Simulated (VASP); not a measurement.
Write the native input for VASP 6.6.1 that does the following.

* Task: single point
* Functional: PBEsol
* Dispersion: D4
* Potentials or basis: VASP PAW PBE potentials, release 64 (Si, C)
* Cutoff: 520 eV
* k mesh: 10 × 10 × 2
* Occupations: fermi-dirac, width 0.05 eV
* Spin: no spin polarisation
* Dipole correction: no
* Further INCAR settings: ALGO = Normal; EDIFF = 1e-06; NBANDS = 36

The structure of SiC lies in POSCAR:

```
SiC
1.0
    3.0676174121      0.0000000000      0.0000000000
   -1.5338087060      2.6566346079      0.0000000000
    0.0000000000      0.0000000000     15.0508582691
Si C
6 6
Direct
    0.6666666667      0.3333333333      0.4583183852
    0.3333333333      0.6666666667      0.9583183852
    0.6666666667      0.3333333333      0.7918221178
    0.3333333333      0.6666666667      0.2918221178
    0.0000000000      0.0000000000      0.6250301307
    0.0000000000      0.0000000000      0.1250301307
    0.6666666667      0.3333333333      0.3333198870
    0.3333333333      0.6666666667      0.8333198870
    0.6666666667      0.3333333333      0.6668235486
    0.3333333333      0.6666666667      0.1668235486
    0.0000000000      0.0000000000      0.4996859307
    0.0000000000      0.0000000000     -0.0003140693
```

The input as run:

INCAR

```
  ALGO = Normal
  EDIFF = 1E-6
  ENCUT = 520
  GGA = PS
  ISIF = 2
  ISMEAR = -1
  IVDW = 13
  LASPH = T
  LCHARG = F
  LREAL = F
  LWAVE = F
  NBANDS = 36
  NELM = 80
  PREC = Accurate
  SIGMA = 0.05
```

KPOINTS

```
k-points
0
Gamma
  10 10 2
```

Potentials or basis: VASP PAW PBE potentials, release 64 (Si, C).

Launch:

```console
$ cat potpaw_PBE.64/Si/POTCAR potpaw_PBE.64/C/POTCAR > POTCAR
$ mpirun -np 1 vasp_std > vasp.out
```

Results of the run:

The pressure is 0.4 GPa. The band gap on the k mesh is 1.91 eV (least direct gap 3.02 eV) and the dispersion energy per atom is -0.188 eV.

Caveat: the PAW data sets were made with another functional, which shifts forces and pressure a little.

It took 3 min on 1 thread of Intel(R) Xeon(R) Platinum 8259CL CPU @ 2.50GHz (Skylake/Cascade Lake), with other jobs on the host, peak memory 0.28 GiB.
